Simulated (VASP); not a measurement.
Here is a VASP 6.6.1 calculation.

Contents of INCAR:

```
  ALGO = Fast
  EDIFF = 1E-6
  ENCUT = 520
  GGA = PE
  ISIF = 2
  ISMEAR = -1
  LASPH = T
  LCHARG = T
  LELF = T
  LREAL = F
  LVHAR = T
  LWAVE = F
  NBANDS = 34
  NELM = 80
  PREC = Accurate
  SIGMA = 0.05
```

KPOINTS

```
k-points
0
Gamma
  7 7 6
```

POSCAR

```
Ga
1.0
    2.3058543979     -3.9056269163      0.0000000000
    2.3058543979      3.9056269163      0.0000000000
    0.0000000000      0.0000000000      4.6127284086
Ga
4
Direct
    0.3451000000      0.6549000000      0.4190000000
    0.1549000000      0.8451000000      0.9190000000
    0.6549000000      0.3451000000      0.5810000000
    0.8451000000      0.1549000000      0.0810000000
```

Potentials or basis: VASP PAW PBE potentials, release 64 (Ga_d).

Command:

```console
$ cat potpaw_PBE.64/Ga_d/POTCAR > POTCAR
$ mpirun -np 1 vasp_std > vasp.out
```

(1) What does it give for the band gap on the k mesh?

(2) What does it give for the pressure?

## Answers

(1) zero (band 26 reaches 4.91 eV, above the bottom of band 27 at 3.68 eV).

(2) -1.1 GPa.
